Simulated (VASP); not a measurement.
Crystal: NaCl.

```
Na Cl
1.0
     3.89227    0.00000    0.00000
    -1.94614    3.37081    0.00000
     0.00000    0.00000    6.73682
Na Cl
2 2
Direct
  0.00000 0.00000 0.00000
  0.00000 0.00000 0.50000
  0.33333 0.66667 0.25000
  0.66667 0.33333 0.75000
```

Base run:

* Program: VASP 6.6.1
* Functional: PBE
* Potentials or basis: VASP PAW PBE potentials, release 64 (Na_pv, Cl)
* Cutoff: 520 eV
* k mesh: 6 × 6 × 4
* Occupations: gaussian, width 0.01 eV
* Spin: no spin polarisation

Its results: band gap on the k mesh 5.07 eV; pressure 1.2 GPa.

The run is repeated on the same cell with these changes: functional from PBE to r2SCAN; further incar settings from ALGO = Normal; EDIFF = 1e-06; NBANDS = 22 to ALGO = Normal; EDIFF = 1e-07; NBANDS = 22. What comes out?

Band gap on the k mesh 5.89 eV; pressure -0.2 GPa.

Caveats: the PAW data sets were made with another functional, which shifts forces and pressure a little (at least some runs).

A k mesh can miss the band edges.
